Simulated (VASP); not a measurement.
Wanted: the native input for a VASP 6.6.1 run.

```yaml
Task: single point
Functional: PBEsol
Potentials_or_basis: VASP PAW PBE potentials, release 64 (Si, Mo_sv)
Cutoff: 520 eV
k_mesh: 8 × 8 × 8
Occupations: gaussian, width 0.15 eV
Spin: no spin polarisation
Dipole_correction: no
Further_INCAR_settings: ALGO = Fast; EDIFF = 1e-07; NBANDS = 56
```

The structure of SiMo3 lies in POSCAR:

```
SiMo3
1.0
    4.4726583543      0.0000000000      0.0000000000
    0.0000000000      4.4726583543      0.0000000000
    0.0000000000      0.0000000000      4.8615851677
Si Mo
2 6
Direct
    0.0000000000      0.0000000000      0.0000000000
    0.5000000000      0.5000000000      0.5000000000
    0.2500000000      0.0000000000      0.5000000000
    0.5000000000      0.7500000000      0.0000000000
    0.7500000000      0.0000000000      0.5000000000
    0.5000000000      0.2500000000      0.0000000000
    0.0000000000      0.5000000000      0.7500000000
    0.0000000000      0.5000000000      0.2500000000
```

This cell differs from its parent crystal: strain -0.080 along x and y, +0.000 along z.

The input as run:

INCAR

```
  PREC = Accurate
  ENCUT = 520
  EDIFF = 1E-7
  ISMEAR = 0
  SIGMA = 0.15
  LREAL = F
  LASPH = T
  NELM = 100
  ALGO = Fast
  ISIF = 2
  LWAVE = F
  LCHARG = F
  GGA = PS
  NBANDS = 56
```

KPOINTS

```
regular mesh
0
Gamma
  8 8 8
```

Potentials or basis: VASP PAW PBE potentials, release 64 (Si, Mo_sv).

Command:

```console
$ cat potpaw_PBE.64/Si/POTCAR potpaw_PBE.64/Mo_sv/POTCAR > POTCAR
$ mpirun -np 1 vasp_std > vasp.out
```

Results of the run:

| Item | Value |
| --- | --- |
| Pressure | 67.5 GPa |
| Largest force | 0.014 eV/Å |
| Band gap on the k mesh | zero (bands 46 and 47 overlap by 2.25 eV) |

Caveat: the cell differs from its parent crystal (strain -0.080 along x and y, +0.000 along z); the stress differs along the axes, from 36 to 83 GPa; the PAW data sets were made with another functional, which shifts forces and pressure a little.

It took 12 min on 1 thread of Intel Xeon 8259CL, on a shared host, peak memory 0.41 GiB.
